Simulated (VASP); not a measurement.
# Zr3SiO (R-3m) in VASP: single point with PBE

Aim: the single point of Zr3SiO with PBE.

Everything below comes from runs of VASP 6.6.1. Logs are shortened: lines on timing, memory, paths and dates and some standing lists are left out, and cuts for length are marked.

## (1) The cell of the first run

The structure is trigonal, space group R-3m (No. 166). Conventional cell: a = 6.209 Å, b = 6.209 Å, c = 7.628 Å, α = 90.00°, β = 90.00°, γ = 120.00°. Zr (site symmetry 2/m) has 2 O at 2.20 Å within 2.9 Å. Within 4.1 Å of Si (site symmetry -3m) lie 12 Zr at 3.10 to 3.11 Å and 8 O at 3.80 to 3.81 Å. O (site symmetry -3m) has 6 Zr at 2.20 Å within 2.9 Å.

## (2) Single point, PBE

File INCAR:

```
  PREC = Accurate
  ENCUT = 520
  EDIFF = 1E-6
  ISMEAR = 0
  SIGMA = 0.1
  LREAL = False
  LASPH = True
  NELM = 80
  ALGO = Normal
  ISIF = 2
  LWAVE = False
  LCHARG = False
  GGA = PE
  NBANDS = 31
```

File KPOINTS:

```
Automatic mesh
0
Gamma
  12 12 12
```

File POSCAR:

```
Zr3SiO
1.0
    3.1046801754      1.7924879350      2.5428309713
   -3.1046801754      1.7924879350      2.5428309713
    0.0000000000     -3.5849758700      2.5428309713
Zr Si O
3 1 1
Direct
    0.0000000000      0.0000000000      0.5000000000
    0.5000000000      0.0000000000      0.0000000000
    0.0000000000      0.5000000000      0.0000000000
    0.5000000000      0.5000000000      0.5000000000
    0.0000000000      0.0000000000      0.0000000000
```

Potentials or basis: VASP PAW PBE potentials, release 64 (Zr_sv, Si, O).

Command:

```
$ cat potpaw_PBE.64/Zr_sv/POTCAR potpaw_PBE.64/Si/POTCAR potpaw_PBE.64/O/POTCAR > POTCAR
$ mpirun -np 1 vasp_std > vasp.out
```

OUTCAR:

```text
PREC = Accurate
   ENCUT = 520
   EDIFF = 1E-6
   ISMEAR = 0
   LREAL = False
   LASPH = True
   NELM = 80
   ISIF = 2
   GGA = PE

 ion  position               nearest neighbor table
   1  0.000  0.000  0.500-   5 2.20   5 2.20   3 3.10   2 3.10   3 3.10   2 3.10   4 3.10   4 3.10
                             4 3.11   4 3.11   3 3.11   2 3.11   2 3.11   3 3.11
   2  0.500  0.000  0.000-   5 2.20   5 2.20   4 3.10   4 3.10   1 3.10   1 3.10   3 3.10   3 3.10
                             3 3.11   3 3.11   1 3.11   4 3.11   1 3.11   4 3.11
   3  0.000  0.500  0.000-   5 2.20   5 2.20   4 3.10   1 3.10   1 3.10   4 3.10   2 3.10   2 3.10
                             2 3.11   2 3.11   1 3.11   4 3.11   4 3.11   1 3.11
   4  0.500  0.500  0.500-   2 3.10   3 3.10   2 3.10   3 3.10   1 3.10   1 3.10   1 3.11   1 3.11
                             2 3.11   3 3.11   3 3.11   2 3.11
   5  0.000  0.000  0.000-   1 2.20   1 2.20   3 2.20   2 2.20   3 2.20   2 2.20

  LATTYP: Found a trigonal (rhomboedric) cell.
 ALAT       =     4.3952293839
 COS(alpha) =     0.0020687063

  Lattice vectors:

 A1 = (   3.1046801754,   1.7924879350,   2.5428309713)
 A2 = (  -3.1046801754,   1.7924879350,   2.5428309713)
 A3 = (   0.0000000000,  -3.5849758700,   2.5428309713)

Analysis of symmetry for initial positions (statically):
=====================================================================
 Subroutine PRICEL returns:
 Original cell was already a primitive cell.

 Routine SETGRP: Setting up the symmetry group for a
 trigonal (rhombohedral) supercell.

 Subroutine GETGRP returns: Found 12 space group operations
 (whereof 12 operations were pure point group operations)
 out of a pool of 12 trial point group operations.

The static configuration has the point symmetry D_3d.

Analysis of symmetry for dynamics (positions and initial velocities):
=====================================================================
 Subroutine PRICEL returns:
 Original cell was already a primitive cell.

 Routine SETGRP: Setting up the symmetry group for a
 trigonal (rhombohedral) supercell.

 Subroutine GETGRP returns: Found 12 space group operations
 (whereof 12 operations were pure point group operations)
 out of a pool of 12 trial point group operations.

The dynamic configuration has the point symmetry D_3d.

 Subroutine INISYM returns: Found 12 space group operations
 (whereof 12 operations are pure point group operations),
 and found     1 'primitive' translations

----------------------------------------------------------------------------------------

                                     Primitive cell

  volume of cell :      84.9067

  direct lattice vectors                    reciprocal lattice vectors
     3.104680175  1.792487935  2.542830971     0.161047184  0.092980635  0.131087491
    -3.104680175  1.792487935  2.542830971    -0.161047184  0.092980635  0.131087491
     0.000000000 -3.584975870  2.542830971     0.000000000 -0.185961270  0.131087491

  length of vectors
     4.395229384  4.395229384  4.395229384     0.227520383  0.227520383  0.227520383

  position of ions in fractional coordinates (direct lattice)
     1.000000000  1.000000000  0.500000000
     0.500000000  0.000000000  1.000000000
     0.000000000  0.500000000  1.000000000
     0.500000000  0.500000000  0.500000000
     0.000000000  0.000000000  0.000000000

  ion indices of the primitive-cell ions
   primitive index   ion index
                 1           1
                 2           2
                 3           3
                 4           4
                 5           5

----------------------------------------------------------------------------------------

 KPOINTS: Automatic mesh

Automatic generation of k-mesh.
 Grid dimensions read from file:
 generate k-points for:   12   12   12

 Generating k-lattice:

  Cartesian coordinates                     Fractional coordinates (reciprocal lattice)
     0.013420599  0.007748386  0.010923958     0.083333333  0.000000000 -0.000000000
    -0.013420599  0.007748386  0.010923958     0.000000000  0.083333333 -0.000000000
     0.000000000 -0.015496773  0.010923958    -0.000000000 -0.000000000  0.083333333

  Length of vectors
     0.018960032  0.018960032  0.018960032

  Shift w.r.t. Gamma in fractional coordinates (k-lattice)
     0.000000000  0.000000000  0.000000000

 Subroutine IBZKPT returns following result:
 ===========================================

 Found    189 irreducible k-points:

 Following reciprocal coordinates:
            Coordinates               Weight
  0.000000  0.000000  0.000000      1.000000
  0.083333  0.000000 -0.000000      6.000000
  0.166667 -0.000000  0.000000      6.000000
  0.250000 -0.000000  0.000000      6.000000
  0.333333 -0.000000  0.000000      6.000000
  0.416667  0.000000  0.000000      6.000000
[... 16 lines left out ...]
  0.500000  0.166667  0.000000     12.000000
 -0.416667  0.166667  0.000000     12.000000
 [... further k-points ...]
   k-points           NKPTS =    189   k-points in BZ     NKDIM =    189   number of bands    NBANDS=     31
   number of dos      NEDOS =    301   number of ions     NIONS =      5
   total plane-waves  NPLWV =  46656
   dimension x,y,z NGX =    36 NGY =   36 NGZ =   36
   dimension x,y,z NGXF=    72 NGYF=   72 NGZF=   72
   ions per type =               3   1   1
   NGX,Y,Z   is equivalent  to a cutoff of  13.62, 13.62, 13.62 a.u.
   NGXF,Y,Z  is equivalent  to a cutoff of  27.23, 27.23, 27.23 a.u.
 SYSTEM =  unknown system
   PREC   = accura    normal or accurate (medium, high low for compatibility)
   ISTART =      0    job   : 0-new  1-cont  2-samecut
   ICHARG =      2    charge: 1-file 2-atom 10-const
   ISPIN  =      1    spin polarized calculation?
   LNONCOLLINEAR =      F non collinear calculations
   LSORBIT =      F    spin-orbit coupling
   LASPH  =      T    aspherical Exc in radial PAW
   ENCUT  =  520.0 eV  38.22 Ry    6.18 a.u.   8.17  8.17  8.17*2*pi/ulx,y,z
   NELM   =     80;   NELMIN=  2; NELMDL= -5     # of ELM steps
   EDIFF  = 0.1E-05   stopping-criterion for ELM
   LREAL  =      F    real-space projection
   EDIFFG = 0.1E-04   stopping-criterion for IOM
   NSW    =      0    number of steps for IOM
   IBRION =     -1    ionic relax: 0-MD 1-quasi-New 2-CG
   NFREE  =      0    steps in history (QN), initial steepest desc. (CG)
   ISIF   =      2    stress and relaxation
   ISYM   =      2    0-nonsym 1-usesym 2-fastsym
   POTIM  = 0.5000    time-step for ionic-motion
   TEBEG  =    0.0;   TEEND  =   0.0 temperature during run
   PSTRESS=    0.0 pullay stress
   NELECT =      46.0000    total number of electrons
   NUPDOWN=      -1.0000    fix difference up-down
   EMIN   =  10.00;   EMAX   =-10.00  energy-range for DOS
   EFERMI =   0.00;   METHOD = LEGACY
   ISMEAR =     0;   SIGMA  =   0.10  broadening in eV -4-tet -1-fermi 0-gaus
   EFERMI_NEDOS =   21; number of points for ismear=-14 and -15
   IALGO  =     38    algorithm
   IMIX   =      4    mixing-type and parameters
     AMIX     =   0.40;   BMIX     =  1.00
     AMIX_MAG =   1.60;   BMIX_MAG =  1.00
  volume/ion in A,a.u.               =      16.98       114.60
  Fermi-wavevector in a.u.,A,eV,Ry     =   1.334587  2.522003 24.233635  1.781122
  Thomas-Fermi vector in A             =   2.463357
   LORBIT       =      0    0 simple, 1 ext, 2 COOP (PROOUT), +10 PAW based schemes
   GGA     = PE    functional components
   LHFCALC =     F    Hartree Fock is set to
   AEXX    =    0.0000 exact exchange contribution
   IVDW    =     0    specifies the selected vdW correction
   LEPSILON=     F    determine dielectric tensor
   LRPA    =     F    only Hartree local field effects (RPA)
 non-spin polarized calculation
 Gauss-broadening in eV      SIGMA  =   0.10
  energy-cutoff  :      520.00
  volume of cell :       84.91
 maximum number of plane-waves:      2308
 NGX is ok and might be reduce to    36
   NGX = 17   NGY = 17   NGZ = 17

 number of electron      45.9999991 magnetization

 Free energy of the ion-electron system (eV)
  ---------------------------------------------------
  ext. energy  EPLUGINS =         0.00000000
  ---------------------------------------------------
  free energy    TOTEN  =       -41.71985466 eV

  energy without entropy =      -41.68856336  energy(sigma->0) =      -41.70420901

 E-fermi :  10.0498     XC(G=0): -11.4816

 val. band max:       10.0485904492   @ k =  -0.2500   0.5000   0.2500
 cond. band min:      10.0506341687   @ k =   0.5000   0.2500   0.2500
 fundamental gap:      0.0020437195
 Fermi energy:        10.0498064847

 k-point     1 :       0.0000    0.0000    0.0000
  band No.  band energies     occupation
      1     -39.0701      2.00000
      2     -38.8464      2.00000
      3     -38.8464      2.00000
      4     -17.6059      2.00000
      5     -17.5996      2.00000
      6     -17.5996      2.00000
[... 23 lines left out ...]
     30      13.3988      0.00000
     31      13.3990      0.00000

 k-point     2 :       0.0833    0.0000   -0.0000
  band No.  band energies     occupation
      1     -39.0668      2.00000
      2     -38.8498      2.00000
      3     -38.8464      2.00000
      4     -17.6006      2.00000
      5     -17.5940      2.00000
      6     -17.5914      2.00000
[... 23 lines left out ...]
     30      13.4056      0.00000
     31      13.5232      0.00000

 k-point     3 :       0.1667   -0.0000    0.0000
  band No.  band energies     occupation
      1     -39.0569      2.00000
      2     -38.8594      2.00000
      3     -38.8463      2.00000
      4     -17.5905      2.00000
      5     -17.5717      2.00000
      6     -17.5677      2.00000
[... 23 lines left out ...]
     30      13.4204      0.00000
     31      13.8549      0.00000

 k-point     4 :       0.2500   -0.0000    0.0000
  band No.  band energies     occupation
      1     -39.0417      2.00000
      2     -38.8745      2.00000
      3     -38.8461      2.00000
      4     -17.5747      2.00000
      5     -17.5369      2.00000
      6     -17.5325      2.00000
[... 23 lines left out ...]
     30      13.4092      0.00000
     31      13.9084      0.00000

 k-point     5 :       0.3333   -0.0000    0.0000
  band No.  band energies     occupation
      1     -39.0230      2.00000
      2     -38.8930      2.00000
      3     -38.8459      2.00000
      4     -17.5527      2.00000
      5     -17.4974      2.00000
      6     -17.4927      2.00000
[... 23 lines left out ...]
     30      13.1528      0.00000
     31      13.7513      0.00000
[... 542 lines left out ...]
     30      13.3236      0.00000
     31      13.9433      0.00000

 k-point    22 :       0.4167    0.1667   -0.0000
  band No.  band energies     occupation
      1     -38.9946      2.00000
      2     -38.9108      2.00000
      3     -38.8556      2.00000
      4     -17.8004      2.00000
      5     -17.4245      2.00000
      6     -17.2369      2.00000
[... 23 lines left out ...]
     30      13.1911      0.00000
     31      13.6250      0.00000

 k-point    23 :       0.5000    0.1667    0.0000
  band No.  band energies     occupation
      1     -38.9858      2.00000
      2     -38.9195      2.00000
      3     -38.8556      2.00000
      4     -17.8068      2.00000
      5     -17.4101      2.00000
      6     -17.2191      2.00000
[... 23 lines left out ...]
     30      12.9359      0.00000
     31      13.5674      0.00000

 k-point    24 :      -0.4167    0.1667    0.0000
  band No.  band energies     occupation
      1     -38.9943      2.00000
      2     -38.9112      2.00000
      3     -38.8555      2.00000
      4     -17.7990      2.00000
      5     -17.4243      2.00000
      6     -17.2366      2.00000
[... 23 lines left out ...]
     30      13.1925      0.00000
     31      13.6182      0.00000

 [... further k-points ...]
[... 5 lines left out ...]
  --------------------------------------------------------------------------------------
  -------------------------------------------------------------------------------------
  Total        0.0832501      0.0832501      0.0680280      0.0000000      0.0000000      0.0000000
  in kB        1.5709179      1.5709179      1.2836796      0.0000000      0.0000000      0.0000000
  external PRESSURE =       1.4751718 kB  Pullay stress =       0.0000000 kB

 VOLUME and BASIS-vectors are now :
 -----------------------------------------------------------------------------
  energy-cutoff  :      520.00
  volume of cell :       84.91
      direct lattice vectors                 reciprocal lattice vectors
     3.104680175  1.792487935  2.542830971     0.161047184  0.092980635  0.131087491
    -3.104680175  1.792487935  2.542830971    -0.161047184  0.092980635  0.131087491
     0.000000000 -3.584975870  2.542830971     0.000000000 -0.185961270  0.131087491

 POSITION                                       TOTAL-FORCE (eV/Angst)
 -----------------------------------------------------------------------------------
      0.00000     -1.79249      1.27142        -0.000000     -0.000000     -0.000000
      1.55234      0.89624      1.27142        -0.000000      0.000000     -0.000000
     -1.55234      0.89624      1.27142         0.000000      0.000000      0.000000
      0.00000      0.00000      3.81425         0.000000      0.000000      0.000000
      0.00000      0.00000      0.00000        -0.000000      0.000000      0.000000
 -----------------------------------------------------------------------------------
    total drift:                               -0.000000      0.000000     -0.000000

  FREE ENERGIE OF THE ION-ELECTRON SYSTEM (eV)
  ---------------------------------------------------
  free  energy   TOTEN  =       -41.7198546577 eV

  energy  without entropy=      -41.6885633600  energy(sigma->0) =      -41.70420901
```

It took 7.5 min on 1 thread of Intel Xeon 6975P-C, shared host; peak memory 0.52 GiB.

Results:

```
Free energy            : -41.7199 eV
Pressure               : 0.1 GPa
Band gap on the k mesh : zero (band 23 reaches 10.58 eV, above the bottom of band 24 at 9.50 eV)
```
